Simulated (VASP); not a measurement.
# GaSb (I-4m2) in VASP: notebook

Runs on GaSb. Level: PBE. Tasks: single point.

Everything below comes from runs of VASP 6.6.1. Logs are shortened: lines on timing, memory, paths and dates and some standing lists are left out, and cuts for length are marked.

## 1. The cell of the first run

Symmetry: I-4m2, No. 119, tetragonal system. Conventional cell: a = 4.326 Å, b = 4.326 Å, c = 6.240 Å, α = 90.00°, β = 90.00°, γ = 90.00°. Ga (site symmetry -4m2) has 4 Sb at 2.67 Å within 3.5 Å. Within 3.5 Å of Sb (site symmetry -4m2) lie 4 Ga at 2.67 Å.

## 2. Single point, PBE (strain +0.0200 x Voigt [0, 1, 0, 0, 0, 0])

The input, INCAR:

```
  PREC = Accurate
  ENCUT = 520
  EDIFF = 1E-6
  ISMEAR = 0
  SIGMA = 0.15
  LREAL = F
  LASPH = T
  NELM = 60
  ALGO = Normal
  ISIF = 2
  LWAVE = F
  LCHARG = F
  GGA = PE
  NBANDS = 16
```

The input, KPOINTS:

```
regular mesh
0
Gamma
  14 14 14
```

The input, POSCAR:

```
GaSb
1.0
    0.0000000000      3.1201800000      3.0590000000
    3.0590000000      0.0000000000      3.0590000000
    3.0590000000      3.1201800000      0.0000000000
Ga Sb
1 1
Direct
    0.0000000000      0.0000000000      0.0000000000
    0.7500000000      0.7500000000      0.7500000000
```

Potentials or basis: VASP PAW PBE potentials, release 64 (Ga_d, Sb).

Run with:

```sh
$ cat potpaw_PBE.64/Ga_d/POTCAR potpaw_PBE.64/Sb/POTCAR > POTCAR
$ mpirun -np 1 vasp_std > vasp.out
```

OUTCAR:

```text
PREC = Accurate
   ENCUT = 520
   EDIFF = 1E-6
   ISMEAR = 0
   LREAL = F
   LASPH = T
   NELM = 60
   ISIF = 2
   GGA = PE

 ion  position               nearest neighbor table
   1  0.000  0.000  0.000-   2 2.67   2 2.67   2 2.67   2 2.67
   2  0.750  0.750  0.750-   1 2.67   1 2.67   1 2.67   1 2.67

  LATTYP: Found a body centered tetragonal cell.
 ALAT       =     4.3260792873
 C/A-ratio  =     1.4424978336

  Lattice vectors:

 A1 = (   0.0000000000,  -3.1201800000,   3.0590000000)
 A2 = (   0.0000000000,  -3.1201800000,  -3.0590000000)
 A3 = (   3.0590000000,   3.1201800000,   0.0000000000)

Analysis of symmetry for initial positions (statically):
=====================================================================
 Subroutine PRICEL returns:
 Original cell was already a primitive cell.

 Routine SETGRP: Setting up the symmetry group for a
 body centered tetragonal supercell.

 Subroutine GETGRP returns: Found  8 space group operations
 (whereof  8 operations were pure point group operations)
 out of a pool of 16 trial point group operations.

The static configuration has the point symmetry D_2d.

Analysis of symmetry for dynamics (positions and initial velocities):
=====================================================================
 Subroutine PRICEL returns:
 Original cell was already a primitive cell.

 Routine SETGRP: Setting up the symmetry group for a
 body centered tetragonal supercell.

 Subroutine GETGRP returns: Found  8 space group operations
 (whereof  8 operations were pure point group operations)
 out of a pool of 16 trial point group operations.

The dynamic configuration has the point symmetry D_2d.

 Subroutine INISYM returns: Found  8 space group operations
 (whereof  8 operations are pure point group operations),
 and found     1 'primitive' translations

----------------------------------------------------------------------------------------

                                     Primitive cell

  volume of cell :      58.3941

  direct lattice vectors                    reciprocal lattice vectors
     0.000000000  3.120180000  3.059000000    -0.163452109  0.160247165  0.163452109
     3.059000000  0.000000000  3.059000000     0.163452109 -0.160247165  0.163452109
     3.059000000  3.120180000  0.000000000     0.163452109  0.160247165 -0.163452109

  length of vectors
     4.369554237  4.326079287  4.369554237     0.281269155  0.281269155  0.281269155

  position of ions in fractional coordinates (direct lattice)
     0.000000000  0.000000000  0.000000000
     0.750000000  0.750000000  0.750000000

  ion indices of the primitive-cell ions
   primitive index   ion index
                 1           1
                 2           2

----------------------------------------------------------------------------------------

 KPOINTS: regular mesh

Automatic generation of k-mesh.
 Grid dimensions read from file:
 generate k-points for:   14   14   14

 Generating k-lattice:

  Cartesian coordinates                     Fractional coordinates (reciprocal lattice)
    -0.011675151  0.011446226  0.011675151     0.071428571  0.000000000 -0.000000000
     0.011675151 -0.011446226  0.011675151     0.000000000  0.071428571  0.000000000
     0.011675151  0.011446226 -0.011675151    -0.000000000  0.000000000  0.071428571

  Length of vectors
     0.020090654  0.020090654  0.020090654

  Shift w.r.t. Gamma in fractional coordinates (k-lattice)
     0.000000000  0.000000000  0.000000000

 Subroutine IBZKPT returns following result:
 ===========================================

 Found    244 irreducible k-points:

 Following reciprocal coordinates:
            Coordinates               Weight
  0.000000  0.000000  0.000000      1.000000
  0.071429  0.000000  0.000000      8.000000
  0.142857  0.000000  0.000000      8.000000
  0.214286  0.000000  0.000000      8.000000
  0.285714  0.000000 -0.000000      8.000000
  0.357143  0.000000 -0.000000      8.000000
[... 16 lines left out ...]
  0.214286  0.142857 -0.000000     16.000000
  0.285714  0.142857 -0.000000     16.000000
 [... further k-points ...]
   k-points           NKPTS =    244   k-points in BZ     NKDIM =    244   number of bands    NBANDS=     16
   number of dos      NEDOS =    301   number of ions     NIONS =      2
   total plane-waves  NPLWV =  32768
   dimension x,y,z NGX =    32 NGY =   32 NGZ =   32
   dimension x,y,z NGXF=    64 NGYF=   64 NGZF=   64
   ions per type =               1   1
   NGX,Y,Z   is equivalent  to a cutoff of  12.17, 12.30, 12.17 a.u.
   NGXF,Y,Z  is equivalent  to a cutoff of  24.35, 24.59, 24.35 a.u.
 SYSTEM =  unknown system
   PREC   = accura    normal or accurate (medium, high low for compatibility)
   ISTART =      0    job   : 0-new  1-cont  2-samecut
   ICHARG =      2    charge: 1-file 2-atom 10-const
   ISPIN  =      1    spin polarized calculation?
   LNONCOLLINEAR =      F non collinear calculations
   LSORBIT =      F    spin-orbit coupling
   LASPH  =      T    aspherical Exc in radial PAW
   ENCUT  =  520.0 eV  38.22 Ry    6.18 a.u.   8.12  8.04  8.12*2*pi/ulx,y,z
   NELM   =     60;   NELMIN=  2; NELMDL= -5     # of ELM steps
   EDIFF  = 0.1E-05   stopping-criterion for ELM
   LREAL  =      F    real-space projection
   EDIFFG = 0.1E-04   stopping-criterion for IOM
   NSW    =      0    number of steps for IOM
   IBRION =     -1    ionic relax: 0-MD 1-quasi-New 2-CG
   NFREE  =      0    steps in history (QN), initial steepest desc. (CG)
   ISIF   =      2    stress and relaxation
   ISYM   =      2    0-nonsym 1-usesym 2-fastsym
   POTIM  = 0.5000    time-step for ionic-motion
   TEBEG  =    0.0;   TEEND  =   0.0 temperature during run
   PSTRESS=    0.0 pullay stress
   NELECT =      18.0000    total number of electrons
   NUPDOWN=      -1.0000    fix difference up-down
   EMIN   =  10.00;   EMAX   =-10.00  energy-range for DOS
   EFERMI =   0.00;   METHOD = LEGACY
   ISMEAR =     0;   SIGMA  =   0.15  broadening in eV -4-tet -1-fermi 0-gaus
   EFERMI_NEDOS =   21; number of points for ismear=-14 and -15
   IALGO  =     38    algorithm
   IMIX   =      4    mixing-type and parameters
     AMIX     =   0.40;   BMIX     =  1.00
     AMIX_MAG =   1.60;   BMIX_MAG =  1.00
  volume/ion in A,a.u.               =      29.20       197.03
  Fermi-wavevector in a.u.,A,eV,Ry     =   1.105884  2.089817 16.639637  1.222979
  Thomas-Fermi vector in A             =   2.242377
   LORBIT       =      0    0 simple, 1 ext, 2 COOP (PROOUT), +10 PAW based schemes
   GGA     = PE    functional components
   LHFCALC =     F    Hartree Fock is set to
   AEXX    =    0.0000 exact exchange contribution
   IVDW    =     0    specifies the selected vdW correction
   LEPSILON=     F    determine dielectric tensor
   LRPA    =     F    only Hartree local field effects (RPA)
 non-spin polarized calculation
 Gauss-broadening in eV      SIGMA  =   0.15
  energy-cutoff  :      520.00
  volume of cell :       58.39
 maximum number of plane-waves:      1592
   NGX = 17   NGY = 17   NGZ = 17

 number of electron      17.9999996 magnetization

 Free energy of the ion-electron system (eV)
  ---------------------------------------------------
  ext. energy  EPLUGINS =         0.00000000
  ---------------------------------------------------
  free energy    TOTEN  =        -7.36465123 eV

  energy without entropy =       -7.36445530  energy(sigma->0) =       -7.36455327

 E-fermi :   4.8004     XC(G=0):  -9.0040

 val. band max:        4.7069602147   @ k =   0.0000   0.0000   0.0000
 cond. band min:       5.0268947211   @ k =   0.5000   0.0000  -0.0000
 fundamental gap:      0.3199345064
 Fermi energy:         4.8003834956

 k-point     1 :       0.0000    0.0000    0.0000
  band No.  band energies     occupation
      1     -10.3277      2.00000
      2     -10.3249      2.00000
      3     -10.3249      2.00000
      4     -10.2804      2.00000
      5     -10.2779      2.00000
      6      -6.6712      2.00000
[... 8 lines left out ...]
     15      13.0524      0.00000
     16      13.3857      0.00000

 k-point     2 :       0.0714    0.0000    0.0000
  band No.  band energies     occupation
      1     -10.3280      2.00000
      2     -10.3253      2.00000
      3     -10.3244      2.00000
      4     -10.2805      2.00000
      5     -10.2780      2.00000
      6      -6.6198      2.00000
[... 8 lines left out ...]
     15      12.6667      0.00000
     16      12.9507      0.00000

 k-point     3 :       0.1429    0.0000    0.0000
  band No.  band energies     occupation
      1     -10.3309      2.00000
      2     -10.3244      2.00000
      3     -10.3228      2.00000
      4     -10.2807      2.00000
      5     -10.2781      2.00000
      6      -6.4681      2.00000
[... 8 lines left out ...]
     15      12.2482      0.00000
     16      12.4615      0.00000

 k-point     4 :       0.2143    0.0000    0.0000
  band No.  band energies     occupation
      1     -10.3359      2.00000
      2     -10.3223      2.00000
      3     -10.3206      2.00000
      4     -10.2809      2.00000
      5     -10.2781      2.00000
      6      -6.2237      2.00000
[... 8 lines left out ...]
     15      12.1477      0.00000
     16      12.2478      0.00000
[... 324 lines left out ...]
 k-point    22 :       0.1429    0.1429    0.0000
  band No.  band energies     occupation
      1     -10.3338      2.00000
      2     -10.3232      2.00000
      3     -10.3209      2.00000
      4     -10.2818      2.00000
      5     -10.2774      2.00000
      6      -6.3963      2.00000
[... 8 lines left out ...]
     15      11.8285      0.00000
     16      13.3871      0.00000

 k-point    23 :       0.2143    0.1429   -0.0000
  band No.  band energies     occupation
      1     -10.3383      2.00000
      2     -10.3210      2.00000
      3     -10.3189      2.00000
      4     -10.2826      2.00000
      5     -10.2772      2.00000
      6      -6.2129      2.00000
[... 8 lines left out ...]
     15      12.4887      0.00000
     16      13.3253      0.00000

 k-point    24 :       0.2857    0.1429   -0.0000
  band No.  band energies     occupation
      1     -10.3431      2.00000
      2     -10.3187      2.00000
      3     -10.3168      2.00000
      4     -10.2831      2.00000
      5     -10.2769      2.00000
      6      -5.9429      2.00000
[... 8 lines left out ...]
     15      12.9852      0.00000
     16      13.3957      0.00000

 [... further k-points ...]
[... 5 lines left out ...]
  --------------------------------------------------------------------------------------
  -------------------------------------------------------------------------------------
  Total        0.5927301      0.2766289      0.5927301      0.0000000      0.0000000      0.0000000
  in kB       16.2629369      7.5899615     16.2629369      0.0000000      0.0000000      0.0000000
  external PRESSURE =      13.3719451 kB  Pullay stress =       0.0000000 kB

 VOLUME and BASIS-vectors are now :
 -----------------------------------------------------------------------------
  energy-cutoff  :      520.00
  volume of cell :       58.39
      direct lattice vectors                 reciprocal lattice vectors
     0.000000000  3.120180000  3.059000000    -0.163452109  0.160247165  0.163452109
     3.059000000  0.000000000  3.059000000     0.163452109 -0.160247165  0.163452109
     3.059000000  3.120180000  0.000000000     0.163452109  0.160247165 -0.163452109

 POSITION                                       TOTAL-FORCE (eV/Angst)
 -----------------------------------------------------------------------------------
      0.00000      0.00000      0.00000         0.000000      0.000000      0.000000
      4.58850      4.68027      4.58850        -0.000000      0.000000     -0.000000
 -----------------------------------------------------------------------------------
    total drift:                               -0.000002     -0.000002     -0.000002

  FREE ENERGIE OF THE ION-ELECTRON SYSTEM (eV)
  ---------------------------------------------------
  free  energy   TOTEN  =        -7.3646512291 eV

  energy  without entropy=       -7.3644553036  energy(sigma->0) =       -7.36455327
```

Wall time 55 s (1 thread of Intel Xeon 6975P-C (Granite Rapids), shared host); peak memory 0.36 GiB.

What came out:

```yaml
Free_energy: -7.3647 eV
Pressure: 1.3 GPa
Band_gap_on_the_k_mesh: zero (filled and empty bands touch)
```

Caveat: the cell differs from its parent crystal (strain +0.0200 x Voigt [0, 1, 0, 0, 0, 0]); spin-orbit coupling is left out, which moves the levels of the heavy elements.

## 3. Single point, PBE (strain +0.0300 x Voigt [0, 1, 0, 0, 0, 0])

The input, INCAR:

```
SYSTEM = GaSb
ALGO = Normal
EDIFF = 1E-7
ENCUT = 520
GGA = PE
ISIF = 2
ISMEAR = 0
LASPH = .TRUE.
LCHARG = .TRUE.
LELF = .TRUE.
LREAL = .FALSE.
LVHAR = .TRUE.
LWAVE = .FALSE.
NBANDS = 16
NELM = 100
PREC = Accurate
SIGMA = 0.15
```

The input, KPOINTS:

```
k-points
0
G
  14 14 14
  0 0 0
```

The input, POSCAR:

```
GaSb
1.0
    0.0000000000      3.1507700000      3.0590000000
    3.0590000000      0.0000000000      3.0590000000
    3.0590000000      3.1507700000      0.0000000000
Ga Sb
1 1
Direct
    0.0000000000      0.0000000000      0.0000000000
    0.7500000000      0.7500000000      0.7500000000
```

Potentials or basis: VASP PAW PBE potentials, release 64 (Ga_d, Sb).

Run with:

```sh
$ cat potpaw_PBE.64/Ga_d/POTCAR potpaw_PBE.64/Sb/POTCAR > POTCAR
$ mpirun -np 1 vasp_std > vasp.out
```

Wall time 89 s (1 thread of Intel Xeon 6975P-C (Granite Rapids), shared host); peak memory 0.38 GiB.

The run converged. Its results:

```
Free energy            : -7.3660 eV
Pressure               : 0.9 GPa
Band gap on the k mesh : zero (filled and empty bands touch)
```

Stress tensor (GPa, compression positive):
```
 1.30  0.00  0.00
 0.00 -0.01  0.00
 0.00  0.00  1.30
```

Levels at points of the mesh, in eV from the Fermi level:
```tsv
k point	band 7	band 8	band 9	band 10	band 11	band 12
(0.00, 0.00, 0.00)	-0.32	-0.26	-0.08	-0.08	2.62	2.62
(0.50, 0.00, 0.00)	-6.36	-1.36	-1.14	0.19	3.55	3.68
(0.50, 0.50, 0.00)	-6.77	-2.68	-2.65	0.72	1.11	8.31
(0.50, 0.00, 0.50)	-6.90	-2.50	-2.50	0.94	1.29	8.33
```

Caveat: the cell differs from its parent crystal (strain +0.0300 x Voigt [0, 1, 0, 0, 0, 0]); spin-orbit coupling is left out, which moves the levels of the heavy elements.

(Continued in part 2 of 2.)
